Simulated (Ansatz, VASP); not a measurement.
## One calculation of AlN, two programs

```
Al N
1.0
     4.40252    0.00000    0.00000
     0.00000   -4.40252    0.00000
     0.00000    0.00000   -4.40252
Al N
4 4
Cartesian
  -0.0891 -0.2520 0.0891
  2.2013 -2.2013 0.0000
  2.2013 0.0000 -2.2013
  0.0000 -2.2013 -2.2013
  3.3019 -3.3019 -3.3019
  1.1006 -1.1006 -3.3019
  1.1006 -3.3019 -1.1006
  3.3019 -1.1006 -1.1006
```

Alike in both runs: task single point; functional PBE; k mesh 6 × 6 × 6; occupations gaussian, width 0.05 eV; no spin polarisation.

```csv
,VASP,Ansatz
version,VASP 6.6.1,Ansatz 0.2.0
potentials or method,"VASP PAW PBE potentials, release 64 (Al, N), cutoff 520 eV","scalar-relativistic, plane waves, PAW"
valence electrons in the cell,32,32
```

Ansatz gave:

```
gap on the k mesh at the Fermi level (eV)                     : 1.98
least direct gap on the mesh (eV)                             : 1.98
pressure (GPa)                                                : 2.2
traceless stress, the component that is largest in VASP (GPa) : 3.75
rms of the force components (eV/Å)                            : 1.165
```

**Question.** What did VASP give for the same quantities?

**Answer.** gap on the k mesh at the Fermi level (eV): 1.97; least direct gap on the mesh (eV): 1.97; pressure (GPa): 2.0; traceless stress, the component that is largest in VASP (GPa): 3.77; rms of the force components (eV/Å): 1.167.

Atom by atom the forces differ by 0.004 eV/Å (rms over components).
